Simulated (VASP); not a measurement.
Wanted: the native input for a VASP 6.6.1 run.

```
Task                   : single point
Functional             : PBEsol
Potentials or basis    : VASP PAW PBE potentials, release 64 (K_sv)
Cutoff                 : 520 eV
k mesh                 : 10 × 10 × 10
Occupations            : fermi-dirac, width 0.08 eV
Spin                   : no spin polarisation
Dipole correction      : no
Further INCAR settings : ALGO = Normal; EDIFF = 1e-07; NBANDS = 10
```

The structure of K lies in POSCAR:

```
K
1.0
   -2.6004290008      2.6004290008      2.6004290008
    2.6004290008     -2.6004290008      2.6004290008
    2.6004290008      2.6004290008     -2.6004290008
K
1
Direct
    0.0000000000      0.0000000000      0.0000000000
```

The input as run:

INCAR

```
SYSTEM = K
PREC = Accurate
ENCUT = 520
EDIFF = 1E-7
ISMEAR = -1
SIGMA = 0.08
LREAL = .FALSE.
LASPH = .TRUE.
NELM = 80
ALGO = Normal
ISIF = 2
LWAVE = .FALSE.
LCHARG = .TRUE.
GGA = PS
LELF = .TRUE.
LVHAR = .TRUE.
NBANDS = 10
```

KPOINTS

```
Automatic mesh
0
G
  10 10 10
  0 0 0
```

Potentials or basis: VASP PAW PBE potentials, release 64 (K_sv).

Run with:

```sh
$ cat potpaw_PBE.64/K_sv/POTCAR > POTCAR
$ mpirun -np 1 vasp_std > vasp.out
```

Results of the run:

```
Pressure               : 0.0 GPa
Band gap on the k mesh : zero (an odd number of electrons rules out a gap without spin polarisation)
```

Caveat: the PAW data sets were made with another functional, which shifts forces and pressure a little.

It took 50 s on 1 thread of AMD EPYC 7R13 (shared host), peak memory 0.18 GiB.
